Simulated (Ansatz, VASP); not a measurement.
Two plane-wave programs on Ga

```
CELL_PARAMETERS angstrom
0.00000 1.87733 1.87733
1.87733 0.00000 1.87733
1.87733 1.87733 0.00000
ATOMIC_POSITIONS crystal
Ga 0.00000 0.00000 0.00000
```

Alike in both runs: task single point; functional PBE; k mesh 8 × 8 × 8; occupations gaussian, width 0.1 eV; no spin polarisation.

|  | VASP | Ansatz |
| --- | --- | --- |
| version | VASP 6.6.1 | Ansatz 0.2.0 |
| potentials or method | VASP PAW PBE potentials, release 64 (Ga_d), cutoff 500 eV | scalar-relativistic, plane waves, PAW |
| valence electrons in the cell | 13 | 13 |

|  | VASP | Ansatz | Ansatz less VASP |
| --- | --- | --- | --- |
| gap on the k mesh at the Fermi level (eV) | none | none | - |
| pressure (GPa) | 40.7 | 40.4 | -0.34 |

A gap of «none» marks a metal or a gap that the smearing closes. Both programs put the cell under a high pressure, so it lies far from rest at this level.

The k mesh is coarse, so the values compare programs but aren't converged.
